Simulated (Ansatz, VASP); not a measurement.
# Two plane-wave programs on BaTi2Cr2

File INCAR:

```
PREC = Accurate
ENCUT = 520
EDIFF = 1E-7
ISMEAR = 0
SIGMA = 0.005
LREAL = False
LASPH = True
NELM = 100
ALGO = Normal
ISIF = 2
LWAVE = False
LCHARG = False
GGA = CA
NBANDS = 37
```

KPOINTS

```
Automatic mesh
0
Gamma
  5 5 5
```

POSCAR

```
BaTi2Cr2
1.0
    0.0000000000      3.9570900400      0.0000000000
    3.9570900400      0.0000000000      0.0000000000
    1.9785450200      1.9785450200     -6.4012327700
Ba Ti Cr
1 2 2
Direct
    0.0000000000      0.0000000000      0.0000000000
    0.3570000000      0.3570000000      0.2860000000
    0.6430000000      0.6430000000      0.7140000000
    0.7500000000      0.2500000000      0.5000000000
    0.2500000000      0.7500000000      0.5000000000
```

Input for Ansatz:

```yaml
crystal:
  lattice:
    - [0.0, 3.95709004, 0.0]
    - [3.95709004, 0.0, 0.0]
    - [1.97854502, 1.97854502, -6.40123277]
  atoms:
    - { symbol: Ba, position: [0.0, 0.0, 0.0] }
    - { symbol: Ti, position: [0.357, 0.357, 0.286] }
    - { symbol: Ti, position: [0.643, 0.643, 0.714] }
    - { symbol: Cr, position: [0.75, 0.25, 0.5] }
    - { symbol: Cr, position: [0.25, 0.75, 0.5] }
  symmetry: { tolerance: 0.0003 }
kpoints:
  mp_grid: { grid: [5, 5, 5], shift: [0, 0, 0] }
magnetization:
  spin_polarized: false
scf:
  occupations: { method: gaussian, width: 0.005 }
  mixing: { algorithm: broyden, beta: 0.5, ndim: 4 }
hamiltonian:
  pseudopotentials: { kind: paw }
  xc: lda
basis:
  ecutwfc: 420
output:
  forces: true
  stress: true
  eigenvalues: true
```

Alike in both runs: task single point; functional LDA; k mesh 5 × 5 × 5; occupations gaussian, width 0.005 eV; no spin polarisation.

|  | VASP | Ansatz |
| --- | --- | --- |
| version | VASP 6.6.1 | Ansatz 0.2.0 |
| potentials or method | VASP PAW LDA potentials, release 64 (Ba_sv, Ti_sv, Cr_pv), cutoff 520 eV | PAW plane waves |
| valence electrons in the cell | 58 | 62 |

Ansatz gave:

- gap on the k mesh at the Fermi level (eV): none
- pressure (GPa): -3.2
- traceless stress, the component that is largest in VASP (GPa): 1.62
- rms of the force components (eV/Å): 0.030

**Question.** Which values does VASP return?

**Answer.** gap on the k mesh at the Fermi level (eV): none; pressure (GPa): -2.8; traceless stress, the component that is largest in VASP (GPa): 1.66; rms of the force components (eV/Å): 0.041.

LDA's correlation is that of Perdew and Zunger in VASP and of Perdew and Wang (1992) in Ansatz. Atom by atom the forces differ by 0.011 eV/Å (rms over components). A gap of «none» marks a metal or a gap that the smearing closes. VASP's potentials hold 58 valence electrons a cell and Ansatz's 62, so a difference there can come from the potentials and not from the codes.

Neither program's run includes spin-orbit coupling.
